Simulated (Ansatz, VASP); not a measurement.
# BiTe: VASP beside Ansatz

File INCAR:

```
SYSTEM = BiTe
ALGO     = Normal         ! electronic algorithm
EDIFF    = 1E-6           ! SCF threshold, eV
ENCUT    = 520            ! plane-wave cutoff, eV
GGA      = PE             ! functional
ISIF     = 2              ! what is computed and relaxed
ISMEAR   = 0              ! smearing method
LASPH    = .True.         ! aspherical terms in the spheres
LCHARG   = .True.         ! write CHGCAR
LELF     = .True.         ! ELF
LREAL    = .False.        ! projectors in reciprocal space
LVHAR    = .True.       
LWAVE    = .False.        ! write WAVECAR
NBANDS   = 52             ! bands
NELM     = 60             ! most SCF steps
PREC     = Accurate       ! precision mode
SIGMA    = 0.15           ! smearing width, eV
```

The input KPOINTS:

```
k-points
0
Gamma
  6 6 6
  0 0 0
```

Contents of POSCAR:

```
BiTe
1.0
   -4.8454155456     -2.7975019696      3.3172919545
    4.8454155456     -2.7975019696      3.3172919545
    0.0000000000      5.5950039392      3.3172919545
Bi Te
4 4
Direct
    0.5000000000      0.5000000000      0.5000000000
    0.0000000000      0.0000000000      0.5000000000
    0.0000000000      0.5000000000      0.0000000000
    0.5000000000      0.0000000000      0.0000000000
    0.0000000000      0.0000000000      0.0000000000
    0.5000000000      0.5000000000      0.0000000000
    0.5000000000      0.0000000000      0.5000000000
    0.0000000000      0.5000000000      0.5000000000
```

Input for Ansatz:

```yaml
crystal:
  lattice:
    - [-4.8454155456, -2.7975019696, 3.3172919545]
    - [4.8454155456, -2.7975019696, 3.3172919545]
    - [0.0, 5.5950039392, 3.3172919545]
  atoms:
    - { symbol: Bi, position: [0.5, 0.5, 0.5] }
    - { symbol: Bi, position: [0.0, 0.0, 0.5] }
    - { symbol: Bi, position: [0.0, 0.5, 0.0] }
    - { symbol: Bi, position: [0.5, 0.0, 0.0] }
    - { symbol: Te, position: [0.0, 0.0, 0.0] }
    - { symbol: Te, position: [0.5, 0.5, 0.0] }
    - { symbol: Te, position: [0.5, 0.0, 0.5] }
    - { symbol: Te, position: [0.0, 0.5, 0.5] }
basis:
  ecutwfc: 420
kpoints:
  mp_grid: { grid: [6, 6, 6] }
hamiltonian:
  xc: pbe
scf:
  occupations: { method: gaussian, width: 0.15 }
output:
  forces: true
  stress: true
  eigenvalues: true
```

Alike in both runs: task single point; functional PBE; k mesh 6 × 6 × 6; occupations gaussian, width 0.15 eV; no spin polarisation.

|  | VASP | Ansatz |
| --- | --- | --- |
| version | VASP 6.6.1 | Ansatz 0.2.0 |
| potentials or method | VASP PAW PBE potentials, release 64 (Bi_d, Te), cutoff 520 eV | scalar-relativistic, plane waves, PAW |
| valence electrons in the cell | 84 | 124 |

|  | VASP | Ansatz | Ansatz less VASP |
| --- | --- | --- | --- |
| gap on the k mesh at the Fermi level (eV) | none | none | - |
| pressure (GPa) | -0.1 | -0.1 | +0.05 |

A gap of «none» marks a metal or a gap that the smearing closes. VASP's potentials hold 84 valence electrons a cell and Ansatz's 124, so a difference there can come from the potentials and not from the codes.

Neither program's run includes spin-orbit coupling.
